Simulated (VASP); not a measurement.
Write the native input for VASP 6.6.1 that does the following.

- Task: single point
- Functional: revPBE
- Potentials or basis: VASP PAW PBE potentials, release 64 (Mg)
- Cutoff: 520 eV
- k mesh: 10 × 10 × 5
- Occupations: fermi-dirac, width 0.05 eV
- Spin: no spin polarisation
- Dipole correction: no
- Further INCAR settings: ALGO = Normal; EDIFF = 1e-07; NBANDS = 9

The structure of Mg lies in POSCAR:

```
Mg
1.0
    3.1659257641      0.0000000000      0.0000000000
   -1.5829628820      2.7417721382      0.0000000000
    0.0000000000      0.0000000000      5.1398819084
Mg
2
Direct
    0.6666666667      0.3333333333      0.7500000000
    0.3333333333      0.6666666667      0.2500000000
```

The input as run:

INCAR

```
  PREC = Accurate
  ENCUT = 520
  EDIFF = 1E-7
  ISMEAR = -1
  SIGMA = 0.05
  LREAL = F
  LASPH = T
  NELM = 60
  ALGO = Normal
  ISIF = 2
  LWAVE = F
  LCHARG = F
  GGA = RE
  NBANDS = 9
```

KPOINTS

```
Automatic mesh
0
Gamma
  10 10 5
```

Potentials or basis: VASP PAW PBE potentials, release 64 (Mg).

Command:

```console
$ cat potpaw_PBE.64/Mg/POTCAR > POTCAR
$ mpirun -np 1 vasp_std > vasp.out
```

It gave:

```yaml
Pressure: 2.0 GPa
Band_gap_on_the_k_mesh: zero (band 2 reaches 3.51 eV, above the bottom of band 3 at 1.66 eV)
```

Caveat: the PAW data sets were made with another functional, which shifts forces and pressure a little.

It took 5.3 s on 1 thread of Intel(R) Xeon(R) 6975P-C (Granite Rapids), with other jobs on the host, peak memory 0.15 GiB.
